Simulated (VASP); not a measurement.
Write the native input for VASP 6.6.1 that does the following.

```yaml
Task: single point
Functional: PBE
Potentials_or_basis: VASP PAW PBE potentials, release 64 (B, As)
Cutoff: 520 eV
k_mesh: 12 × 8 × 6
Occupations: gaussian, width 0.013 eV
Spin: no spin polarisation
Dipole_correction: no
Further_INCAR_settings: ALGO = Normal; EDIFF = 1e-06; NBANDS = 11
```

The structure of BAs lies in POSCAR:

```
BAs
1.0
    2.1275493300      0.0000000000      0.0000000000
    0.0000000000      3.1740629400      0.0000000000
    0.0000000000      0.0000000000      4.9509801800
B As
1 1
Direct
    0.0000000000      0.5000000000      0.0000000000
    0.5000000000      0.5000000000      0.5000000000
```

These files were run (other wordings do the same):

INCAR

```
SYSTEM = BAs
  PREC = Accurate
  ENCUT = 520
  EDIFF = 1E-6
  ISMEAR = 0
  SIGMA = 0.013000000000000001
  LREAL = .FALSE.
  LASPH = .TRUE.
  NELM = 100
  ALGO = Normal
  ISIF = 2
  LWAVE = .FALSE.
  LCHARG = .FALSE.
  GGA = PE
  NBANDS = 11
```

KPOINTS

```
Automatic mesh
0
G
  12 8 6
  0 0 0
```

Potentials or basis: VASP PAW PBE potentials, release 64 (B, As).

The run is started by

```sh
$ cat potpaw_PBE.64/B/POTCAR potpaw_PBE.64/As/POTCAR > POTCAR
$ mpirun -np 1 vasp_std > vasp.out
```

It gave:

```
Pressure               : 6.0 GPa
Band gap on the k mesh : zero (bands 4 and 5 overlap by 4.04 eV)
```

Caveat: the stress differs along the axes, from -6 to 30 GPa; this functional lacks dispersion, which binds layers or chains, so the pressure and a relaxed spacing across them are unreliable.

It took 26 s on 1 thread of Intel Xeon 8259CL, on a shared host, peak memory 0.18 GiB.
